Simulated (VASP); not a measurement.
InSb:

```xyz
2
Lattice="0.0000 3.1242 3.1242 3.1242 0.0000 3.1242 3.1242 3.1242 0.0000" Properties=species:S:1:pos:R:3 pbc="T T T"
In    0.0000    0.0000    0.0000
Sb    3.1242    3.1242    3.1242
```

| Quantity | Value |
| --- | --- |
| Program | VASP 6.6.1 |
| Task | relaxation of cell and atoms |
| Functional | PBEsol |
| Potentials or basis | VASP PAW PBE potentials, release 64 (In_d, Sb) |
| Cutoff | 500 eV |
| k mesh | 5 × 5 × 5 |
| Occupations | fermi-dirac, width 0.1 eV |
| Spin | no spin polarisation |

At the start: pressure -4.3 GPa; volume 30.49 Å³/atom.

Problem. Where does the relaxation end?

Solution. Over 3 steps the energy falls by 41.8 meV/atom and the volume is 27.64 Å³/atom (-9.4 %); space group Fm-3m (No. 225, to 0.05 Å).

The path:
```tsv
step	energy change (eV)	largest force (eV/Å)	pressure (GPa)	volume (Å³)
1	0.0000	0.0000	-4.28	60.99
2	-0.0788	0.0000	1.28	54.07
3	-0.0837	0.0000	0.03	55.28
```

Final structure:
```
In Sb
1.0
     0.00000    3.02344    3.02344
     3.02344    0.00000    3.02344
     3.02344    3.02344    0.00000
In Sb
1 1
Direct
  0.00000 0.00000 0.00000
  0.50000 0.50000 0.50000
```

Caveat: the PAW data sets were made with another functional, which shifts forces and pressure a little.
